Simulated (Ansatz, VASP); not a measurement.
**Sc3Al in VASP and in Ansatz**

```
Sc Al
1.0
     4.46060    0.00000    0.00000
     0.00000    4.46060    0.00000
     0.00000    0.00000    4.46060
Sc Al
3 1
Cartesian
  2.2303 0.0000 2.2303
  0.0000 2.2303 2.2303
  2.2303 2.2303 0.0000
  0.0000 0.0000 0.0000
```

Alike in both runs: task single point; functional PBEsol; k mesh 10 × 10 × 10; occupations gaussian, width 0.1 eV; no spin polarisation.

|  | VASP | Ansatz |
| --- | --- | --- |
| version | VASP 6.6.1 | Ansatz 0.2.0 |
| potentials or method | VASP PAW PBE potentials, release 64 (Sc_sv, Al), cutoff 520 eV | scalar-relativistic, plane waves, PAW |
| valence electrons in the cell | 36 | 36 |

Ansatz gave:

```
gap on the k mesh at the Fermi level (eV) : none
pressure (GPa)                            : -3.6
```

**Question.** Which values does VASP return?

**Answer.** gap on the k mesh at the Fermi level (eV): none; pressure (GPa): -3.5.

VASP's potentials were made for PBE, not for PBEsol. A gap of «none» marks a metal or a gap that the smearing closes.
